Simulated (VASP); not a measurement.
Set up this calculation in VASP 6.6.1, as the native input.

- Task: single point
- Functional: LDA
- Potentials or basis: VASP PAW LDA potentials, release 64 (Ti_sv, Zn)
- Cutoff: 520 eV
- k mesh: 7 × 7 × 7
- Occupations: methfessel-paxton, width 0.02 eV
- Spin: no spin polarisation
- Dipole correction: no
- Further INCAR settings: ALGO = Normal; EDIFF = 1e-06; NBANDS = 32

The structure of TiZn3 lies in POSCAR:

```
TiZn3
1.0
    3.9322000000      0.0000000000      0.0000000000
    0.0000000000      3.9322000000      0.0000000000
    0.0000000000      0.0000000000      3.9322000000
Ti Zn
1 3
Direct
    0.0000000000      0.0000000000      0.0000000000
    0.0000000000      0.5000000000      0.5000000000
    0.5000000000      0.0000000000      0.5000000000
    0.5000000000      0.5000000000      0.0000000000
```

The input as run:

INCAR

```
SYSTEM = TiZn3
PREC = Accurate ; ENCUT = 520
EDIFF = 1E-6 ; ISMEAR = 1
SIGMA = 0.02 ; LREAL = .FALSE.
LASPH = .TRUE. ; NELM = 80
ALGO = Normal ; ISIF = 2
LWAVE = .FALSE. ; LCHARG = .FALSE.
NBANDS = 32
```

KPOINTS

```
Automatic mesh
0
G
  7 7 7
  0 0 0
```

Potentials or basis: VASP PAW LDA potentials, release 64 (Ti_sv, Zn).

Run with:

```sh
$ cat potpaw_LDA.64/Ti_sv/POTCAR potpaw_LDA.64/Zn/POTCAR > POTCAR
$ mpirun -np 1 vasp_std > vasp.out
```

It gave:

```json
{
  "Pressure": "-9.4 GPa",
  "Band gap on the k mesh": "zero (band 24 reaches 4.68 eV, above the bottom of band 25 at 2.94 eV)"
}
```

Run time: 54 s on 1 thread of Intel Xeon 8259CL, with other jobs on the host, peak memory 0.17 GiB.
